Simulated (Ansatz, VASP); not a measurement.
**One calculation of W, two programs**

```xyz
1
Lattice="-1.5917 1.5917 1.5917 1.5917 -1.5917 1.5917 1.5917 1.5917 -1.5917" Properties=species:S:1:pos:R:3 pbc="T T T"
W     0.0000    0.0000    0.0000
```

Alike in both runs: task relaxation of cell and atoms; functional PBE; k mesh 24 × 24 × 24; occupations gaussian, width 0.1 eV; no spin polarisation.

```csv
,VASP,Ansatz
version,VASP 6.6.1,Ansatz 0.2.0
potentials or method,"VASP PAW PBE potentials, release 64 (W_sv), cutoff 600 eV","scalar-relativistic, plane waves, PAW"
valence electrons in the cell,14,14
```

|  | VASP | Ansatz | Ansatz less VASP |
| --- | --- | --- | --- |
| gap on the k mesh at the Fermi level, each at its own relaxed structure (eV) | none | none | - |
| relaxed volume (Å³/atom) | 16.16 | 16.14 | -0.029 |
| relaxed cell length with the largest relative difference (Å) | 2.759 | 2.757 | -0.0017 |

A gap of «none» marks a metal or a gap that the smearing closes.

Neither program's run includes spin-orbit coupling.
